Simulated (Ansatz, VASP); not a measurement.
# BaS: VASP beside Ansatz

```
Ba S
1.0
     0.00000    3.19375    3.19375
     3.19375    0.00000    3.19375
     3.19375    3.19375    0.00000
Ba S
1 1
Direct
  0.00000 0.00000 0.00000
  0.50000 0.50000 0.50000
```

Alike in both runs: task single point; functional r2SCAN; k mesh 8 × 8 × 8; occupations gaussian, width 0.05 eV; no spin polarisation.

|  | VASP | Ansatz |
| --- | --- | --- |
| version | VASP 6.6.1 | Ansatz 0.2.0 |
| potentials or method | VASP PAW PBE potentials, release 64 (Ba_sv, S), cutoff 520 eV | scalar-relativistic, plane waves, PAW |
| valence electrons in the cell | 16 | 16 |

Ansatz gave:

```
gap on the k mesh at the Fermi level (eV) : 2.55
least direct gap on the mesh (eV)         : 2.66
pressure (GPa)                            : 0.8
```

Problem. Which values does VASP return?

Solution. gap on the k mesh at the Fermi level (eV): 2.46; least direct gap on the mesh (eV): 2.60; pressure (GPa): 1.4.

VASP's potentials were made for PBE, not for r2SCAN. With one functional, cell and mesh, what is left measures potentials, basis and numerics.

Spin-orbit coupling is off throughout.
